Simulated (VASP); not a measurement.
Here is a VASP 6.6.1 calculation.

File INCAR:

```
SYSTEM = MgO
PREC = Accurate
ENCUT = 520
EDIFF = 1E-6
ISMEAR = 0
SIGMA = 0.02
LREAL = .FALSE.
LASPH = .TRUE.
NELM = 60
ALGO = Normal
ISIF = 2
LWAVE = .FALSE.
LCHARG = .FALSE.
GGA = PS
NBANDS = 11
```

Contents of KPOINTS:

```
regular mesh
0
G
  10 10 10
  0 0 0
```

The input POSCAR:

```
MgO
1.0
    0.0000000000      2.1751478511      2.1751478511
    2.1751478511      0.0000000000      2.1751478511
    2.1751478511      2.1751478511      0.0000000000
Mg O
1 1
Direct
    0.0000000000      0.0000000000      0.0000000000
    0.5000000000      0.5000000000      0.5000000000
```

Potentials or basis: VASP PAW PBE potentials, release 64 (Mg, O).

Run with:

```sh
$ cat potpaw_PBE.64/Mg/POTCAR potpaw_PBE.64/O/POTCAR > POTCAR
$ mpirun -np 1 vasp_std > vasp.out
```

(1) Estimate the pressure.

(2) Estimate the band gap on the k mesh.

## Answers

(1) -12.9 GPa.

(2) 3.76 eV, direct.

Caveat: the PAW data sets were made with another functional, which shifts forces and pressure a little.
